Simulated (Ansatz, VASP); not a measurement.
# Two plane-wave programs on BaTiO3

```
Ba Ti O
1.0
     3.99980    0.00000    0.00000
     0.00000    3.99980    0.00000
     0.00000    0.00000    4.01800
Ba Ti O
1 1 3
Direct
  0.00000 0.00000 0.00000
  0.50000 0.50000 0.49000
  0.50000 0.50000 0.01900
  0.50000 0.00000 0.51700
  0.00000 0.50000 0.51700
```

Alike in both runs: task relaxation of cell and atoms; functional r2SCAN; k mesh 4 × 4 × 4; no spin polarisation.

|  | VASP | Ansatz |
| --- | --- | --- |
| version | VASP 6.6.1 | Ansatz 0.2.0 |
| potentials or method | VASP PAW PBE potentials, release 64 (Ba_sv, Ti_sv, O), cutoff 600 eV | plane waves, PAW |
| occupations | gaussian, width 0.01 eV | fixed |
| valence electrons in the cell | 40 | 40 |

```tsv
	VASP	Ansatz	Ansatz less VASP
relaxed volume (Å³/atom)	13.11	13.00	-0.109
relaxed cell length with the largest relative difference (Å)	3.984	3.969	-0.0150
```

VASP's potentials were made for PBE, not for r2SCAN.

Neither program's run includes spin-orbit coupling.
